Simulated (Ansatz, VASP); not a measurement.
One calculation of Al, two programs

```
Al
1.0
    -3.20908    3.20908    2.22209
     3.20908   -3.20908    2.22209
     3.20908    3.20908   -2.22209
Al
6
Direct
  0.00000 0.00000 0.00000
  0.75000 0.25000 0.50000
  0.37500 0.62500 0.75000
  0.37500 0.12500 0.75000
  0.37500 0.62500 0.25000
  0.87500 0.62500 0.25000
```

Alike in both runs: task relaxation of cell and atoms; functional PBE; k mesh 6 × 6 × 6; occupations gaussian, width 0.1 eV; no spin polarisation.

|  | VASP | Ansatz |
| --- | --- | --- |
| version | VASP 6.6.1 | Ansatz 0.2.0 |
| potentials or method | VASP PAW PBE potentials, release 64 (Al), cutoff 600 eV | scalar-relativistic, plane waves, PAW |
| valence electrons in the cell | 18 | 18 |

```tsv
	VASP	Ansatz	Ansatz less VASP
gap on the k mesh at the Fermi level, each at its own relaxed structure (eV)	none	none	-
relaxed volume (Å³/atom)	17.41	17.42	+0.008
relaxed length of the cell vector where the two differ most in proportion (Å)	5.300	5.279	-0.0217
```

A gap of «none» marks a metal or a gap that the smearing closes.

Noted on VASP's run: too few bands were computed for a metal, which touches its energy and stress.
